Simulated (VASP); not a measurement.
# Pt12C in VASP: relaxation of the atoms with PBE

Aim: the relaxation of the atoms of Pt12C with PBE.

All numbers are computed with VASP 6.6.1; they aren't measurements. Logs are shortened: lines on timing, memory, paths and dates and some standing lists are left out, and cuts for length are marked.

### 1 The cell of the first run

The cell holds a slab with vacuum, 13 atoms: a = 5.614 Å, b = 5.614 Å, c = 19.351 Å, α = 90.00°, β = 90.00°, γ = 90.00°.

### 2 Relaxation of the atoms, PBE

INCAR reads:

```
SYSTEM = Pt12C
PREC     = Accurate       ! precision mode
ENCUT    = 520            ! plane-wave cutoff, eV
EDIFF    = 1E-7           ! SCF threshold, eV
ISMEAR   = 0              ! smearing method
SIGMA    = 0.1            ! smearing width, eV
LREAL    = .FALSE.        ! projectors in reciprocal space
LASPH    = .TRUE.         ! aspherical terms in the spheres
NELM     = 120            ! most SCF steps
ALGO     = Normal         ! electronic algorithm
ISIF     = 2              ! what is computed and relaxed
LWAVE    = .FALSE.        ! write WAVECAR
LCHARG   = .FALSE.        ! write CHGCAR
LDIPOL   = .TRUE.       
IDIPOL   = 3            
DIPOL    = 0.5 0.5 0.322
GGA      = PE             ! functional
IBRION   = 2              ! ionic algorithm
NSW      = 36             ! ionic steps
EDIFFG   = -0.025         ! ionic threshold
GGA_COMPAT= .FALSE.      
NELMIN   = 4            
NELMDL   = -8           
KPAR     = 4
```

KPOINTS reads:

```
Automatic mesh
0
G
  5 5 1
  0 0 0
```

POSCAR reads:

```
Pt12C
1.0
    5.6143281343      0.0000000000      0.0000000000
    0.0000000000      5.6143281343      0.0000000000
    0.0000000000      0.0000000000     19.3513792319
Pt C
12 1
Selective dynamics
Direct
    0.2500000000      0.2500000000      0.2067036128  F F F
    0.2500000000      0.7500000000      0.2067036128  F F F
    0.7500000000      0.2500000000      0.2067036128  F F F
    0.7500000000      0.7500000000      0.2067036128  F F F
    0.0000000000      0.0000000000      0.3062504947  F F F
    0.0000000000      0.5000000000      0.3062504947  F F F
    0.5000000000      0.0000000000      0.3062504947  F F F
    0.5000000000      0.5000000000      0.3062504947  F F F
    0.2500000000      0.2500000000      0.4057271132  F F F
    0.2500000000      0.7500000000      0.4057271132  F F F
    0.7500000000      0.2500000000      0.4057271132  F F F
    0.7500000000      0.7500000000      0.4057271132  F F F
    0.2500000000      0.2500000000      0.5152800280  F F T
```

Potentials or basis: VASP PAW PBE potentials, release 64 (Pt, C).

Command:

```console
> cat potpaw_PBE.64/Pt/POTCAR potpaw_PBE.64/C/POTCAR > POTCAR
> mpirun -np 4 vasp_std > vasp.out
```

OUTCAR:

```text
SYSTEM = Pt12C
   PREC = Accurate
   ENCUT = 520
   EDIFF = 1E-7
   ISMEAR = 0
   LREAL = .FALSE.
   LASPH = .TRUE.
   NELM = 120
   ISIF = 2
   GGA = PE
   IBRION = 2
   NSW = 36
   EDIFFG = -0.025
   NELMIN = 4
   NELMDL = -8

 ion  position               nearest neighbor table
   1  0.250  0.250  0.207-   5 2.77   6 2.77   7 2.77   8 2.77   2 2.81   3 2.81   2 2.81   3 2.81

   2  0.250  0.750  0.207-   5 2.77   6 2.77   7 2.77   8 2.77   1 2.81   4 2.81   1 2.81   4 2.81

   3  0.750  0.250  0.207-   5 2.77   6 2.77   7 2.77   8 2.77   1 2.81   4 2.81   4 2.81   1 2.81
[... 15 lines left out ...]
  11  0.750  0.250  0.406-   5 2.77   6 2.77   7 2.77   8 2.77   9 2.81  12 2.81  12 2.81   9 2.81

  12  0.750  0.750  0.406-   5 2.77   6 2.77   7 2.77   8 2.77  10 2.81  11 2.81  11 2.81  10 2.81

  13  0.250  0.250  0.515-   9 2.12

  LATTYP: Found a simple tetragonal cell.
 ALAT       =     5.6143281343
 C/A-ratio  =     3.4467845072

  Lattice vectors:

 A1 = (   5.6143281343,   0.0000000000,   0.0000000000)
 A2 = (   0.0000000000,   5.6143281343,   0.0000000000)
 A3 = (   0.0000000000,   0.0000000000,  19.3513792319)

Analysis of symmetry for initial positions (statically):
=====================================================================
 Subroutine PRICEL returns:
 Original cell was already a primitive cell.

 Routine SETGRP: Setting up the symmetry group for a
 simple tetragonal supercell.

 Subroutine GETGRP returns: Found  8 space group operations
 (whereof  2 operations were pure point group operations)
 out of a pool of 16 trial point group operations.

The static configuration has the point symmetry C_1h.
 The point group associated with its full space group is C_4v.

Analysis of symmetry for dynamics (positions and initial velocities):
=====================================================================
 Subroutine PRICEL returns:
 Original cell was already a primitive cell.

 Routine SETGRP: Setting up the symmetry group for a
 simple tetragonal supercell.

 Subroutine GETGRP returns: Found  8 space group operations
 (whereof  2 operations were pure point group operations)
 out of a pool of 16 trial point group operations.

The dynamic configuration has the point symmetry C_1h.
 The point group associated with its full space group is C_4v.

Analysis of constrained symmetry for selective dynamics:
=====================================================================
 Subroutine PRICEL returns:
 Original cell was already a primitive cell.

 Routine SETGRP: Setting up the symmetry group for a
 simple tetragonal supercell.

 Subroutine GETGRP returns: Found  8 space group operations
 (whereof  2 operations were pure point group operations)
 out of a pool of 16 trial point group operations.

The constrained configuration has the point symmetry C_1h.
 The point group associated with its full space group is C_4v.

 Subroutine INISYM returns: Found  8 space group operations
 (whereof  2 operations are pure point group operations),
 and found     1 'primitive' translations

----------------------------------------------------------------------------------------

                                     Primitive cell

  volume of cell :     609.9686

  direct lattice vectors                    reciprocal lattice vectors
     5.614328134  0.000000000  0.000000000     0.178115703  0.000000000  0.000000000
     0.000000000  5.614328134  0.000000000     0.000000000  0.178115703  0.000000000
     0.000000000  0.000000000 19.351379232     0.000000000  0.000000000  0.051675903

[... 69 lines left out ...]
   number of dos      NEDOS =    301   number of ions     NIONS =     13
   total plane-waves  NPLWV = 254016
   dimension x,y,z NGX =    42 NGY =   42 NGZ =  144
   dimension x,y,z NGXF=    84 NGYF=   84 NGZF=  288
   ions per type =              12   1
   NGX,Y,Z   is equivalent  to a cutoff of  12.44, 12.44, 12.37 a.u.
   NGXF,Y,Z  is equivalent  to a cutoff of  24.87, 24.87, 24.74 a.u.
 SYSTEM =  Pt12C
   PREC   = accura    normal or accurate (medium, high low for compatibility)
   ISTART =      0    job   : 0-new  1-cont  2-samecut
   ICHARG =      2    charge: 1-file 2-atom 10-const
   ISPIN  =      1    spin polarized calculation?
   LNONCOLLINEAR =      F non collinear calculations
   LSORBIT =      F    spin-orbit coupling
   LASPH  =      T    aspherical Exc in radial PAW
   ENCUT  =  520.0 eV  38.22 Ry    6.18 a.u.  10.44 10.44 35.98*2*pi/ulx,y,z
   NELM   =    120;   NELMIN=  4; NELMDL= -8     # of ELM steps
   EDIFF  = 0.1E-06   stopping-criterion for ELM
   LREAL  =      F    real-space projection
   EDIFFG = -.3E-01   stopping-criterion for IOM
   NSW    =     36    number of steps for IOM
   IBRION =      2    ionic relax: 0-MD 1-quasi-New 2-CG
   NFREE  =      1    steps in history (QN), initial steepest desc. (CG)
   ISIF   =      2    stress and relaxation
   ISYM   =      2    0-nonsym 1-usesym 2-fastsym
   POTIM  = 0.5000    time-step for ionic-motion
   TEBEG  =    0.0;   TEEND  =   0.0 temperature during run
   PSTRESS=    0.0 pullay stress
   NELECT =     124.0000    total number of electrons
   NUPDOWN=      -1.0000    fix difference up-down
   EMIN   =  10.00;   EMAX   =-10.00  energy-range for DOS
   EFERMI =   0.00;   METHOD = LEGACY
   ISMEAR =     0;   SIGMA  =   0.10  broadening in eV -4-tet -1-fermi 0-gaus
   EFERMI_NEDOS =   21; number of points for ismear=-14 and -15
   IALGO  =     38    algorithm
   IMIX   =      4    mixing-type and parameters
     AMIX     =   0.40;   BMIX     =  1.00
     AMIX_MAG =   1.60;   BMIX_MAG =  1.00
  volume/ion in A,a.u.               =      46.92       316.64
  Fermi-wavevector in a.u.,A,eV,Ry     =   0.962601  1.819052 12.607163  0.926600
  Thomas-Fermi vector in A             =   2.092074
   LORBIT       =      0    0 simple, 1 ext, 2 COOP (PROOUT), +10 PAW based schemes
   GGA     = PE    functional components
   LHFCALC =     F    Hartree Fock is set to
   AEXX    =    0.0000 exact exchange contribution
   IVDW    =     0    specifies the selected vdW correction
   LEPSILON=     F    determine dielectric tensor
   LRPA    =     F    only Hartree local field effects (RPA)
 conjugate gradient relaxation of ions
 non-spin polarized calculation
 Gauss-broadening in eV      SIGMA  =   0.10
  energy-cutoff  :      520.00
  volume of cell :      609.97
 maximum number of plane-waves:     16469
 NGX is ok and might be reduce to    42
   NGX = 21   NGY = 21   NGZ = 71

--------------------------------------- Ionic step        1  -------------------------------------------

 number of electron     124.0000010 magnetization

 Free energy of the ion-electron system (eV)
  ---------------------------------------------------
  ext. energy  EPLUGINS =         0.00000000
  ---------------------------------------------------
  free energy    TOTEN  =       -70.89106515 eV

  energy without entropy =      -70.75720776  energy(sigma->0) =      -70.82413645

------------------------ aborting loop because EDIFF is reached ----------------------------------------

  FORCE on cell =-STRESS in cart. coord.  units (eV):
  Direction    XX          YY          ZZ          XY          YZ          ZX
  --------------------------------------------------------------------------------------
  -------------------------------------------------------------------------------------
  Total      -11.3443128    -11.3443128     -9.1087263      0.0000000      0.0000000     -0.0000000
  in kB      -29.7975987    -29.7975987    -23.9254838      0.0000000      0.0000000     -0.0000000
  external PRESSURE =     -27.8402271 kB  Pullay stress =       0.0000000 kB
[... 75 lines left out ...]
  FREE ENERGIE OF THE ION-ELECTRON SYSTEM (eV)
  ---------------------------------------------------
  free  energy   TOTEN  =       -72.0014817030 eV

  energy  without entropy=      -71.8686507502  energy(sigma->0) =      -71.93506623

 dipolmoment           0.000000      0.000000     -0.032411 electrons x Angstroem

--------------------------------------- Ionic step        3  -------------------------------------------

 number of electron     124.0000010 magnetization

------------------------ aborting loop because EDIFF is reached ----------------------------------------
[... 185 lines left out ...]
 number of electron     124.0000011 magnetization

------------------------ aborting loop because EDIFF is reached ----------------------------------------

 vacuum level on the upper side and lower side of the slab       (xc-potential included)        -0.048        -0.171

  FORCE on cell =-STRESS in cart. coord.  units (eV):
  Direction    XX          YY          ZZ          XY          YZ          ZX
  --------------------------------------------------------------------------------------
  -------------------------------------------------------------------------------------
  Total       -9.7185096     -9.7185096      2.2708665      0.0000000      0.0000000      0.0000000
  in kB      -25.5271744    -25.5271744      5.9647833      0.0000000      0.0000000      0.0000000
  external PRESSURE =     -15.0298551 kB  Pullay stress =       0.0000000 kB
[... 34 lines left out ...]
--------------------------------------- Ionic step        8  -------------------------------------------

 number of electron     124.0000010 magnetization

 dipolmoment           0.000000      0.000000      0.021576 electrons x Angstroem

 Free energy of the ion-electron system (eV)
  ---------------------------------------------------
  ext. energy  EPLUGINS =         0.00000000
  ---------------------------------------------------
  free energy    TOTEN  =       -72.23772895 eV

  energy without entropy =      -72.10523832  energy(sigma->0) =      -72.17148364

 E-fermi :  -0.5329     XC(G=0):  -5.2078

 val. band max:       -0.5414522704   @ k =   0.4000   0.4000   0.0000
 cond. band min:      -0.5228208291   @ k =   0.2000   0.2000   0.0000
 fundamental gap:      0.0186314413
 Fermi energy:        -0.5329171162

 k-point     1 :       0.0000    0.0000    0.0000
  band No.  band energies     occupation
      1     -11.7041      2.00000
      2      -9.3416      2.00000
      3      -7.2445      2.00000
      4      -7.2445      2.00000
      5      -7.1744      2.00000
      6      -6.8799      2.00000
[... 451 lines left out ...]
     73       2.4617      0.00000
     74       2.9622      0.00000

------------------------ aborting loop because EDIFF is reached ----------------------------------------

 vacuum level on the upper side and lower side of the slab       (xc-potential included)         0.050        -0.071

  FORCE on cell =-STRESS in cart. coord.  units (eV):
  Direction    XX          YY          ZZ          XY          YZ          ZX
  --------------------------------------------------------------------------------------
  -------------------------------------------------------------------------------------
  Total       -9.6801322     -9.6801322      2.6682410      0.0000000     -0.0000000      0.0000000
  in kB      -25.4263701    -25.4263701      7.0085493      0.0000000     -0.0000000      0.0000000
  external PRESSURE =     -14.6147303 kB  Pullay stress =       0.0000000 kB
[... 28 lines left out ...]
  FREE ENERGIE OF THE ION-ELECTRON SYSTEM (eV)
  ---------------------------------------------------
  free  energy   TOTEN  =       -72.2377289536 eV

  energy  without entropy=      -72.1052383212  energy(sigma->0) =      -72.17148364

 reached required accuracy - stopping structural energy minimisation

 vacuum level on the upper side and lower side of the slab         5.244         5.120
```

Wall time 33 min (4 MPI ranks of Intel Xeon Platinum 8259CL at 2.50GHz (Skylake/Cascade Lake), shared host); peak memory 0.75 GiB.

What came out:

```
Free energy               : -72.2377 eV
Energy gained by relaxing : 103.6 meV/atom
Ionic steps               : 8
Band gap on the k mesh    : zero (bands 62 and 63 overlap by 0.39 eV)
```

The path:
```
step  energy change (eV)  largest force on free atoms (eV/Å)  pressure (GPa)
   1              0.0000                              5.1056           -2.78
   2             -1.1104                              3.2665           -2.15
   3             -1.3285                              1.2012           -1.24
   4             -1.3442                              0.4103           -1.54
   5             -1.3466                              0.0342           -1.47
   6             -1.3459                              0.2357           -1.42
   7             -1.3460                              0.2135           -1.50
   8             -1.3467                              0.0014           -1.46
```

Final structure:
```
Pt C
1.0
     5.61433    0.00000    0.00000
     0.00000    5.61433    0.00000
     0.00000    0.00000   19.35138
Pt C
12 1
Direct
  0.25000 0.25000 0.20670
  0.25000 0.75000 0.20670
  0.75000 0.25000 0.20670
  0.75000 0.75000 0.20670
  0.00000 0.00000 0.30625
  0.00000 0.50000 0.30625
  0.50000 0.00000 0.30625
  0.50000 0.50000 0.30625
  0.25000 0.25000 0.40573
  0.25000 0.75000 0.40573
  0.75000 0.25000 0.40573
  0.75000 0.75000 0.40573
  0.25000 0.25000 0.49589
```

Caveat: spin-orbit coupling is left out, which moves the levels of the heavy elements.
